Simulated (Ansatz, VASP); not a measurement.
# Pt: VASP beside Ansatz

```
CELL_PARAMETERS angstrom
2.85510 0.00000 0.00000
-1.42755 2.47259 0.00000
0.00000 0.00000 4.60210
ATOMIC_POSITIONS crystal
Pt 0.66667 0.33333 0.75000
Pt 0.33333 0.66667 0.25000
```

Alike in both runs: task single point; functional PBE; k mesh 18 × 18 × 10; occupations gaussian, width 0.15 eV; no spin polarisation.

```csv
,VASP,Ansatz
version,VASP 6.6.1,Ansatz 0.2.0
potentials or method,"VASP PAW PBE potentials, release 64 (Pt), cutoff 520 eV","scalar-relativistic, plane waves, PAW"
valence electrons in the cell,20,36
```

Ansatz gave:

```
gap on the k mesh at the Fermi level (eV)                     : none
pressure (GPa)                                                : -6.7
traceless stress, the component that is largest in VASP (GPa) : 5.23
```

**Question.** Estimate VASP's values.

**Answer.** gap on the k mesh at the Fermi level (eV): none; pressure (GPa): -7.2; traceless stress, the component that is largest in VASP (GPa): 5.17.

A gap of «none» marks a metal or a gap that the smearing closes. The functional is the same, so the differences come from potentials, cutoffs and numerics. VASP's potentials hold 20 valence electrons a cell and Ansatz's 36, so a difference there can come from the potentials and not from the codes.

Neither program's run includes spin-orbit coupling.
